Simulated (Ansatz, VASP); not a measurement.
One calculation of Hg, two programs

```
Hg
1.0
     3.55437    0.00000    0.00000
    -1.77719    3.07818    0.00000
     0.00000    0.00000    5.68325
Hg
2
Cartesian
  0.0000 2.0521 1.4208
  1.7772 1.0261 4.2624
```

Alike in both runs: task single point; functional r2SCAN; k mesh 12 × 12 × 7; occupations fermi-dirac, width 0.1 eV; no spin polarisation.

```csv
,VASP,Ansatz
version,VASP 6.6.1,Ansatz 0.2.0
potentials or method,"VASP PAW PBE potentials, release 64 (Hg), cutoff 520 eV","plane waves (500 eV) with PAW, scalar-relativistic"
valence electrons in the cell,24,40
```

|  | VASP | Ansatz | Ansatz less VASP |
| --- | --- | --- | --- |
| pressure (GPa) | -1.1 | -1.2 | -0.06 |
| traceless stress, the component that is largest in VASP (GPa) | -0.15 | -0.16 | -0.009 |

VASP's potentials were made for PBE, not for r2SCAN. VASP's potentials hold 24 valence electrons a cell and Ansatz's 40, so a difference there can come from the potentials and not from the codes.

Spin-orbit coupling is off throughout.
